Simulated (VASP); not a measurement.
KF:

```xyz
2
Lattice="0.0000 2.6590 2.6590 2.5055 0.0000 2.6590 2.5055 2.6590 0.0000" Properties=species:S:1:pos:R:3 pbc="T T T"
K     0.0000    0.0000    0.0000
F     2.5055    2.6590    2.6590
```

This cell differs from its parent crystal: uniaxial x strain -5.8%.

Base run:

* Program: VASP 6.6.1
* Functional: r2SCAN
* Potentials or basis: VASP PAW PBE potentials, release 64 (K_sv, F)
* Cutoff: 520 eV
* k mesh: 8 × 8 × 8
* Occupations: gaussian, width 0.01 eV
* Spin: no spin polarisation

Its results: band gap on the k mesh 7.12 eV; pressure 2.9 GPa.

Task: The run is repeated on the same cell with these changes: functional from r2SCAN to PBE; occupations from gaussian, width 0.01 eV to fermi-dirac, width 0.02 eV. What comes out?

Result: Band gap on the k mesh 6.45 eV; pressure 5.0 GPa.

Caveats: the PAW data sets were made with another functional, which shifts forces and pressure a little (at least some runs); the cell stands under pressure (at least some runs).

A k mesh can miss the band edges.
